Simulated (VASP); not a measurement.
Set up this calculation in VASP 6.6.1, as the native input.

```yaml
Task: electric field gradients
Functional: LDA
Potentials_or_basis: VASP PAW LDA potentials, release 64 (Zr_sv, Ag)
Cutoff: 520 eV
k_mesh: 7 × 7 × 8
Occupations: fermi-dirac, width 0.05 eV
Spin: no spin polarisation
Dipole_correction: no
Further_INCAR_settings: ALGO = Normal; EDIFF = 1e-08; NBANDS = 32
```

The structure of Zr3Ag lies in POSCAR:

```
Zr3Ag
1.0
    4.5811695466      0.0000000000      0.0000000000
    0.0000000000      4.5811695466      0.0000000000
    0.0000000000      0.0000000000      3.9992426222
Zr Ag
3 1
Direct
    0.5000000000      0.5000000000      0.0000000000
    0.0000000000      0.5000000000      0.5000000000
    0.5000000000      0.0000000000      0.5000000000
    0.0000000000      0.0000000000      0.0000000000
```

One way to write it, as run:

INCAR

```
PREC = Accurate ; ENCUT = 520
EDIFF = 1E-8 ; ISMEAR = -1
SIGMA = 0.05 ; LREAL = F
LASPH = T ; NELM = 80
ALGO = Normal ; ISIF = 2
LWAVE = F ; LCHARG = F
LEFG = T ; NBANDS = 32
```

KPOINTS

```
Automatic mesh
0
Gamma
  7 7 8
```

Potentials or basis: VASP PAW LDA potentials, release 64 (Zr_sv, Ag).

Launch:

```console
$ cat potpaw_LDA.64/Zr_sv/POTCAR potpaw_LDA.64/Ag/POTCAR > POTCAR
$ mpirun -np 1 vasp_std > vasp.out
```

It gave:

```json
{
 "Pressure": "-5.7 GPa",
 "Band gap on the k mesh": "zero (an odd number of electrons rules out a gap without spin polarisation)",
 "Largest electric field gradient by atom": "Zr -14.5, +36.3 (each value once); Ag +7.8 V/Å²"
}
```

Caveat: the cell stands under tension; without QUAD_EFG the Cq values of the log hold for a quadrupole moment of 1 mb, not for the nuclei.

Run time: 2 min on 1 thread of Intel(R) Xeon(R) Platinum 8488C (Sapphire Rapids), on a shared host, peak memory 0.24 GiB.
